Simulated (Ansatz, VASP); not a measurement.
## Two plane-wave programs on Na

```
Na
1.0
    -1.73723    1.73723    2.84826
     1.73723   -1.73723    2.84826
     1.73723    1.73723   -2.84826
Na
1
Direct
  0.00000 0.00000 0.00000
```

Change from the starting cell: strain -0.080 along x and y, +0.080 along z, atoms carried along.

Alike in both runs: task single point; functional PBEsol; k mesh 18 × 18 × 18; occupations gaussian, width 0.15 eV; no spin polarisation.

|  | VASP | Ansatz |
| --- | --- | --- |
| version | VASP 6.6.1 | Ansatz 0.2.0 |
| potentials or method | VASP PAW PBE potentials, release 64 (Na_pv), cutoff 520 eV | scalar-relativistic, plane waves, PAW |
| valence electrons in the cell | 7 | 9 |

|  | VASP | Ansatz | Ansatz less VASP |
| --- | --- | --- | --- |
| gap on the k mesh at the Fermi level (eV) | none | none | - |
| pressure (GPa) | 0.5 | 0.5 | +0.03 |
| traceless stress, the component that is largest in VASP (GPa) | -0.47 | -0.47 | +0.002 |

VASP's potentials were made for PBE, not for PBEsol. A gap of «none» marks a metal or a gap that the smearing closes. The functional is the same, so the differences come from potentials, cutoffs and numerics. VASP's potentials hold 7 valence electrons a cell and Ansatz's 9, so a difference there can come from the potentials and not from the codes.
